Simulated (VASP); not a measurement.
Set up this calculation in VASP 6.6.1, as the native input.

| Property | Result |
| --- | --- |
| Task | single point |
| Functional | PBEsol |
| Potentials or basis | VASP PAW PBE potentials, release 64 (Ti_sv, Al) |
| Cutoff | 520 eV |
| k mesh | 16 × 16 × 10 |
| Occupations | gaussian, width 0.1 eV |
| Spin | no spin polarisation |
| Dipole correction | no |
| Further INCAR settings | ALGO = Normal; EDIFF = 1e-06; NBANDS = 14 |

The structure of TiAl lies in POSCAR:

```
TiAl
1.0
    2.7946360629      0.0000000000      0.0000000000
    0.0000000000      2.7946360629      0.0000000000
    0.0000000000      0.0000000000      4.1017542216
Ti Al
1 1
Direct
    0.5000000000      0.5000000000      0.5000000000
    0.0000000000      0.0000000000      0.0000000000
```

This cell differs from its parent crystal: strain along c alone, the other axes held: +1.5 %.

One way to write it, as run:

INCAR

```
PREC = Accurate ; ENCUT = 520
EDIFF = 1E-6 ; ISMEAR = 0
SIGMA = 0.1 ; LREAL = F
LASPH = T ; NELM = 100
ALGO = Normal ; ISIF = 2
LWAVE = F ; LCHARG = F
GGA = PS ; NBANDS = 14
```

KPOINTS

```
regular mesh
0
Gamma
  16 16 10
```

Potentials or basis: VASP PAW PBE potentials, release 64 (Ti_sv, Al).

Launch:

```bash
$ cat potpaw_PBE.64/Ti_sv/POTCAR potpaw_PBE.64/Al/POTCAR > POTCAR
$ mpirun -np 1 vasp_std > vasp.out
```

Results of the run:

```yaml
Pressure: -1.7 GPa
```

Caveat: the cell differs from its parent crystal (strain along c alone, the other axes held: +1.5 %); the PAW data sets were made with another functional, which shifts forces and pressure a little.

Run time: 31 s on 1 thread of Intel(R) Xeon(R) 6975P-C (Granite Rapids), on a shared host, peak memory 0.25 GiB.
